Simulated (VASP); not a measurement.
Runs of VASP 6.6.1 on Zr. The structure is that of space group Fd-3m (No. 227), or close to it. The cells are those of the table. 

```csv
task,level,spin,cell,cutoff (eV),smearing,k mesh for the DOS,occupations for the DOS,gap on the mesh (eV),pressure (GPa)
relaxation of cell and atoms,PBEsol,off,"relaxed from a = 4.299 Å, angles 60.0°, 2 atoms",600,fermi-dirac 0.1 eV,-,-,none,0.0
single point,PBEsol,off,"a = 3.996 Å, angles 60.0°, 2 atoms",500,tetrahedron,-,-,none,15.7
single point,r2SCAN,off,"a = 3.445 Å, angles 60.0°, 2 atoms",550,fermi-dirac 0.1 eV,-,-,none,145.9
single point,PBEsol,"collinear, ferrimagnetic start","a = 4.341 Å, angles 60.0°, 2 atoms",500,fermi-dirac 0.1 eV,-,-,none,(b)
single point,PBEsol,off,"a = 4.160 Å, angles 60.0°, 2 atoms",500,fermi-dirac 0.1 eV,-,-,none,6.3
single point,PBEsol,off,"a = 3.996 Å, angles 60.0°, 2 atoms",500,fermi-dirac 0.1 eV,-,-,none,(a)
```

Alike in all rows: potentials or basis VASP PAW PBE potentials, release 64 (Zr_sv); k mesh 12 × 12 × 12.

Estimate the missing entries.

(a) 15.3; (b) 0.3.

Caveats: the PAW data sets were made with another functional, which shifts forces and pressure a little; the moment fell far below its start of 4 μB, so a state of higher moment may lie lower in energy (some runs).

A k mesh can miss the band edges, and the runs leave out spin-orbit coupling on Zr.

A gap of «none» marks levels without a gap at the run's occupations.
